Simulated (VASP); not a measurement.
# Co2Si (Pnma) in VASP: relaxation of cell and atoms with PBE

Aim: the relaxation of cell and atoms of Co2Si with PBE.

Program: VASP 6.6.1. These are calculated values, not measurements. Logs are shortened: lines on timing, memory, paths and dates and some standing lists are left out, and cuts for length are marked.

## (1) The cell of the first run

Symmetry: Pnma, No. 62, orthorhombic system. The conventional cell has a = 4.881 Å, b = 3.713 Å, c = 7.039 Å, α = 90.00°, β = 90.00°, γ = 90.00°. Co (site symmetry m) has 5 Si at 2.29 to 2.60 Å and 8 Co at 2.53 to 2.67 Å within 3.0 Å. Co (site symmetry m) has 6 Si at 2.33 to 3.18 Å and 8 Co at 2.48 to 2.66 Å within 3.2 Å. Si (site symmetry m) has 11 Co at 2.29 to 3.18 Å and 4 Si at 3.09 to 3.18 Å within 3.2 Å.

## (2) Relaxation of cell and atoms, PBE

The input, INCAR:

```
ALGO = Fast
EDIFF = 1E-6
EDIFFG = -0.01
ENCUT = 600
GGA = PE
IBRION = 2
ISIF = 3
ISMEAR = 0
LASPH = T
LCHARG = F
LREAL = F
LWAVE = F
NELM = 80
NSW = 60
PREC = Accurate
SIGMA = 0.1
```

The input, KPOINTS:

```
k-points
0
Gamma
  6 8 6
```

The input, POSCAR:

```
Co2Si
1.0
    4.8809145762      0.0000000000      0.0000000000
    0.0000000000      3.7131275833      0.0000000000
    0.0000000000      0.0000000000      7.0386361024
Co Si
8 4
Direct
    0.8268002730      0.7500000000      0.4352337952
    0.6731997270      0.2500000000      0.9352337952
    0.4638072967      0.7500000000      0.7174559757
    0.0361927033      0.2500000000      0.2174559757
    0.3268002730      0.7500000000      0.0647662048
    0.1731997270      0.2500000000      0.5647662048
    0.9638072967      0.7500000000      0.7825440243
    0.5361927033      0.2500000000      0.2825440243
    0.7022294063      0.2500000000      0.6053462395
    0.7977705937      0.7500000000      0.1053462395
    0.2022294063      0.2500000000      0.8946537605
    0.2977705937      0.7500000000      0.3946537605
```

Potentials or basis: VASP PAW PBE potentials, release 64 (Co, Si).

Command:

```sh
$ cat potpaw_PBE.64/Co/POTCAR potpaw_PBE.64/Si/POTCAR > POTCAR
$ mpirun -np 1 vasp_std > vasp.out
```

OUTCAR:

```text
EDIFF = 1E-6
   EDIFFG = -0.01
   ENCUT = 600
   GGA = PE
   IBRION = 2
   ISIF = 3
   ISMEAR = 0
   LASPH = T
   LREAL = F
   NELM = 80
   NSW = 60
   PREC = Accurate

 ion  position               nearest neighbor table
   1  0.827  0.750  0.435-   9 2.29   9 2.29  12 2.32  10 2.33   7 2.53   8 2.57   8 2.57  12 2.60
                             4 2.62   4 2.62   3 2.66   6 2.67   6 2.67
   2  0.673  0.250  0.935-  10 2.29  10 2.29  11 2.32   9 2.33   8 2.53   7 2.57   7 2.57  11 2.60
                             3 2.62   3 2.62   4 2.66   5 2.67   5 2.67
   3  0.464  0.750  0.717-   9 2.33   9 2.33  12 2.41   7 2.48   7 2.48   5 2.53   6 2.57   6 2.57
                            11 2.58  11 2.58   2 2.62   2 2.62   1 2.66
   4  0.036  0.250  0.217-  10 2.33  10 2.33  11 2.41   8 2.48   8 2.48   6 2.53   5 2.57   5 2.57
                            12 2.58  12 2.58   1 2.62   1 2.62   2 2.66
   5  0.327  0.750  0.065-  11 2.29  11 2.29  10 2.32  12 2.33   3 2.53   4 2.57   4 2.57  10 2.60
                             8 2.62   8 2.62   7 2.66   2 2.67   2 2.67
   6  0.173  0.250  0.565-  12 2.29  12 2.29   9 2.32  11 2.33   4 2.53   3 2.57   3 2.57   9 2.60
                             7 2.62   7 2.62   8 2.66   1 2.67   1 2.67
   7  0.964  0.750  0.783-  11 2.33  11 2.33  10 2.41   3 2.48   3 2.48   1 2.53   2 2.57   2 2.57
                             9 2.58   9 2.58   6 2.62   6 2.62   5 2.66
   8  0.536  0.250  0.283-  12 2.33  12 2.33   9 2.41   4 2.48   4 2.48   2 2.53   1 2.57   1 2.57
                            10 2.58  10 2.58   5 2.62   5 2.62   6 2.66
   9  0.702  0.250  0.605-   1 2.29   1 2.29   6 2.32   2 2.33   3 2.33   3 2.33   8 2.41   7 2.58
                             7 2.58   6 2.60  12 3.09  12 3.09
  10  0.798  0.750  0.105-   2 2.29   2 2.29   5 2.32   1 2.33   4 2.33   4 2.33   7 2.41   8 2.58
                             8 2.58   5 2.60  11 3.09  11 3.09
  11  0.202  0.250  0.895-   5 2.29   5 2.29   2 2.32   6 2.33   7 2.33   7 2.33   4 2.41   3 2.58
                             3 2.58   2 2.60  10 3.09  10 3.09
  12  0.298  0.750  0.395-   6 2.29   6 2.29   1 2.32   5 2.33   8 2.33   8 2.33   3 2.41   4 2.58
                             4 2.58   1 2.60   9 3.09   9 3.09

  LATTYP: Found a simple orthorhombic cell.
 ALAT       =     3.7131275833
 B/A-ratio  =     1.3145022536
 C/A-ratio  =     1.8956084714

  Lattice vectors:

 A1 = (   0.0000000000,  -3.7131275833,   0.0000000000)
 A2 = (   4.8809145762,   0.0000000000,   0.0000000000)
 A3 = (   0.0000000000,   0.0000000000,   7.0386361024)

Analysis of symmetry for initial positions (statically):
=====================================================================
 Subroutine PRICEL returns:
 Original cell was already a primitive cell.

 Routine SETGRP: Setting up the symmetry group for a
 simple orthorhombic supercell.

 Subroutine GETGRP returns: Found  8 space group operations
 (whereof  2 operations were pure point group operations)
 out of a pool of  8 trial point group operations.

The static configuration has the point symmetry S_2 .
 The point group associated with its full space group is D_2h.

Analysis of symmetry for dynamics (positions and initial velocities):
=====================================================================
 Subroutine PRICEL returns:
 Original cell was already a primitive cell.

 Routine SETGRP: Setting up the symmetry group for a
 simple orthorhombic supercell.

 Subroutine GETGRP returns: Found  8 space group operations
 (whereof  2 operations were pure point group operations)
 out of a pool of  8 trial point group operations.

The dynamic configuration has the point symmetry S_2 .
 The point group associated with its full space group is D_2h.

 Subroutine INISYM returns: Found  8 space group operations
 (whereof  2 operations are pure point group operations),
 and found     1 'primitive' translations

----------------------------------------------------------------------------------------

                                     Primitive cell

  volume of cell :     127.5644

  direct lattice vectors                    reciprocal lattice vectors
     4.880914576  0.000000000  0.000000000     0.204879636  0.000000000  0.000000000
     0.000000000  3.713127583  0.000000000     0.000000000  0.269314743  0.000000000
     0.000000000  0.000000000  7.038636102     0.000000000  0.000000000  0.142072979

  length of vectors
[... 60 lines left out ...]
  0.166667  0.000000  0.000000      2.000000
  0.333333  0.000000  0.000000      2.000000
  0.500000  0.000000  0.000000      1.000000
  0.000000  0.125000  0.000000      2.000000
  0.166667  0.125000  0.000000      4.000000
[... 16 lines left out ...]
  0.333333  0.000000  0.166667      4.000000
  0.500000  0.000000  0.166667      2.000000
 [... further k-points ...]
   k-points           NKPTS =     80   k-points in BZ     NKDIM =     80   number of bands    NBANDS=     52
   number of dos      NEDOS =    301   number of ions     NIONS =     12
   total plane-waves  NPLWV =  67200
   dimension x,y,z NGX =    40 NGY =   30 NGZ =   56
   dimension x,y,z NGXF=    80 NGYF=   60 NGZF=  112
   ions per type =               8   4
   NGX,Y,Z   is equivalent  to a cutoff of  13.62, 13.43, 13.23 a.u.
   NGXF,Y,Z  is equivalent  to a cutoff of  27.25, 26.86, 26.45 a.u.
 SYSTEM =  unknown system
   PREC   = accura    normal or accurate (medium, high low for compatibility)
   ISTART =      0    job   : 0-new  1-cont  2-samecut
   ICHARG =      2    charge: 1-file 2-atom 10-const
   ISPIN  =      1    spin polarized calculation?
   LNONCOLLINEAR =      F non collinear calculations
   LSORBIT =      F    spin-orbit coupling
   LASPH  =      T    aspherical Exc in radial PAW
   ENCUT  =  600.0 eV  44.10 Ry    6.64 a.u.   9.75  7.42 14.06*2*pi/ulx,y,z
   NELM   =     80;   NELMIN=  2; NELMDL= -5     # of ELM steps
   EDIFF  = 0.1E-05   stopping-criterion for ELM
   LREAL  =      F    real-space projection
   EDIFFG = -.1E-01   stopping-criterion for IOM
   NSW    =     60    number of steps for IOM
   IBRION =      2    ionic relax: 0-MD 1-quasi-New 2-CG
   NFREE  =      1    steps in history (QN), initial steepest desc. (CG)
   ISIF   =      3    stress and relaxation
   ISYM   =      2    0-nonsym 1-usesym 2-fastsym
   POTIM  = 0.5000    time-step for ionic-motion
   TEBEG  =    0.0;   TEEND  =   0.0 temperature during run
   PSTRESS=    0.0 pullay stress
   NELECT =      88.0000    total number of electrons
   NUPDOWN=      -1.0000    fix difference up-down
   EMIN   =  10.00;   EMAX   =-10.00  energy-range for DOS
   EFERMI =   0.00;   METHOD = LEGACY
   ISMEAR =     0;   SIGMA  =   0.10  broadening in eV -4-tet -1-fermi 0-gaus
   EFERMI_NEDOS =   21; number of points for ismear=-14 and -15
   IALGO  =     68    algorithm
   IMIX   =      4    mixing-type and parameters
     AMIX     =   0.40;   BMIX     =  1.00
     AMIX_MAG =   1.60;   BMIX_MAG =  1.00
  volume/ion in A,a.u.               =      10.63        71.74
  Fermi-wavevector in a.u.,A,eV,Ry     =   1.446525  2.733535 28.469289  2.092434
  Thomas-Fermi vector in A             =   2.564583
   LORBIT       =      0    0 simple, 1 ext, 2 COOP (PROOUT), +10 PAW based schemes
   GGA     = PE    functional components
   LHFCALC =     F    Hartree Fock is set to
   AEXX    =    0.0000 exact exchange contribution
   IVDW    =     0    specifies the selected vdW correction
   LEPSILON=     F    determine dielectric tensor
   LRPA    =     F    only Hartree local field effects (RPA)
 conjugate gradient relaxation of ions
 non-spin polarized calculation
 RMM-DIIS sequential band-by-band and
 Gauss-broadening in eV      SIGMA  =   0.10
  energy-cutoff  :      600.00
  volume of cell :      127.56
 maximum number of plane-waves:      4282
 NGX is ok and might be reduce to    40
   NGX = 19   NGY = 15   NGZ = 29

--------------------------------------- Ionic step        1  -------------------------------------------

 number of electron      88.0000006 magnetization

 Free energy of the ion-electron system (eV)
  ---------------------------------------------------
  ext. energy  EPLUGINS =         0.00000000
  ---------------------------------------------------
  free energy    TOTEN  =       -83.42780609 eV

  energy without entropy =      -83.35528544  energy(sigma->0) =      -83.39154576

------------------------ aborting loop because EDIFF is reached ----------------------------------------

  FORCE on cell =-STRESS in cart. coord.  units (eV):
  Direction    XX          YY          ZZ          XY          YZ          ZX
  --------------------------------------------------------------------------------------
  -------------------------------------------------------------------------------------
  Total       -0.7618483     -0.7856066     -0.1380309      0.0000000      0.0000000      0.0000000
  in kB       -9.5686245     -9.8670228     -1.7336341      0.0000000      0.0000000      0.0000000
  external PRESSURE =      -7.0564272 kB  Pullay stress =       0.0000000 kB
[... 119 lines left out ...]
  FREE ENERGIE OF THE ION-ELECTRON SYSTEM (eV)
  ---------------------------------------------------
  free  energy   TOTEN  =       -83.4294342649 eV

  energy  without entropy=      -83.3574253068  energy(sigma->0) =      -83.39342979

[... ionic steps 4 to 10 ...]

--------------------------------------- Ionic step       11  -------------------------------------------

 number of electron      88.0000017 magnetization

------------------------ aborting loop because EDIFF is reached ----------------------------------------
[... 87 lines left out ...]
--------------------------------------- Ionic step       13  -------------------------------------------

 number of electron      88.0000017 magnetization

 Free energy of the ion-electron system (eV)
  ---------------------------------------------------
  ext. energy  EPLUGINS =         0.00000000
  ---------------------------------------------------
  free energy    TOTEN  =       -83.43095538 eV

  energy without entropy =      -83.35954087  energy(sigma->0) =      -83.39524812

 E-fermi :  11.6401     XC(G=0): -13.1807

 val. band max:       11.6396372869   @ k =   0.1667   0.5000   0.1667
 cond. band min:      11.6430013961   @ k =   0.0000   0.3750   0.1667
 fundamental gap:      0.0033641092
 Fermi energy:        11.6401382848

 k-point     1 :       0.0000    0.0000    0.0000
  band No.  band energies     occupation
      1      -0.7227      2.00000
      2       1.7114      2.00000
      3       2.0486      2.00000
      4       3.9551      2.00000
      5       5.5257      2.00000
      6       5.7682      2.00000
[... 1309 lines left out ...]
     51      15.1852      0.00000
     52      15.1852      0.00000

 [... further k-points ...]

------------------------ aborting loop because EDIFF is reached ----------------------------------------

  FORCE on cell =-STRESS in cart. coord.  units (eV):
  Direction    XX          YY          ZZ          XY          YZ          ZX
  --------------------------------------------------------------------------------------
  -------------------------------------------------------------------------------------
  Total       -0.0343392      0.0595757      0.0827949      0.0000000      0.0000000      0.0000000
  in kB       -0.4326337      0.7505851      1.0431193      0.0000000      0.0000000      0.0000000
  external PRESSURE =       0.4536902 kB  Pullay stress =       0.0000000 kB
[... 27 lines left out ...]
  FREE ENERGIE OF THE ION-ELECTRON SYSTEM (eV)
  ---------------------------------------------------
  free  energy   TOTEN  =       -83.4309553763 eV

  energy  without entropy=      -83.3595408726  energy(sigma->0) =      -83.39524812

 reached required accuracy - stopping structural energy minimisation
```

Run time: 2 h. Hardware: 1 thread of Oxide Virtual Turin-like, shared host; peak memory 0.55 GiB.

Results:

```yaml
Free_energy: -83.4310 eV
Relaxed_volume: 10.60 Å³/atom
Relaxed_cell: a = 4.872 Å, b = 3.702 Å, c = 7.050 Å, α = 90.00°, β = 90.00°, γ = 90.00°
Space_group_after_relaxing_to_0.1_Å: Pnma (No. 62)
Energy_gained_by_relaxing: 0.3 meV/atom
Ionic_steps: 13
Pressure_after_relaxing: 0.0 GPa
Largest_force_after_relaxing: 0.010 eV/Å
Band_gap_on_the_k_mesh: zero (bands 44 and 45 overlap by 0.14 eV)
```

Forces in eV/Å, atoms in the order of the input:
```
Co   0.009  0.000  0.003
Co  -0.009  0.000  0.003
Co  -0.002  0.000 -0.001
Co   0.002  0.000 -0.001
Co   0.009  0.000 -0.003
Co  -0.009  0.000 -0.003
Co  -0.002  0.000  0.001
Co   0.002  0.000  0.001
Si  -0.003  0.000  0.003
Si   0.003  0.000  0.003
Si  -0.003  0.000 -0.003
Si   0.003  0.000 -0.003
```

Step by step:
```csv
step,energy change (eV),largest force (eV/Å),pressure (GPa),volume (Å³)
1,0.0000,0.0498,-0.71,127.56
2,-0.0008,0.0448,0.86,126.70
3,-0.0016,0.0468,0.23,127.07
4,-0.0025,0.0337,0.18,127.15
5,-0.0026,0.0246,0.06,127.20
6,-0.0029,0.0165,-0.17,127.30
7,-0.0029,0.0172,-0.27,127.33
8,-0.0030,0.0156,-0.14,127.28
9,-0.0031,0.0150,-0.10,127.25
10,-0.0031,0.0152,0.01,127.19
11,-0.0031,0.0163,-0.07,127.20
12,-0.0031,0.0151,-0.07,127.20
13,-0.0031,0.0095,0.05,127.17
```

Final structure:
```
Co Si
1.0
     4.87211    0.00000    0.00000
     0.00000    3.70216    0.00000
     0.00000    0.00000    7.05030
Co Si
8 4
Direct
  0.82716 0.75000 0.43503
  0.67284 0.25000 0.93503
  0.46162 0.75000 0.71748
  0.03838 0.25000 0.21748
  0.32715 0.75000 0.06497
  0.17284 0.25000 0.56497
  0.96162 0.75000 0.78252
  0.53838 0.25000 0.28252
  0.70179 0.25000 0.60590
  0.79821 0.75000 0.10590
  0.20179 0.25000 0.89410
  0.29821 0.75000 0.39410
```

Caveat: the run has no spin polarisation, though such a crystal can be magnetic.
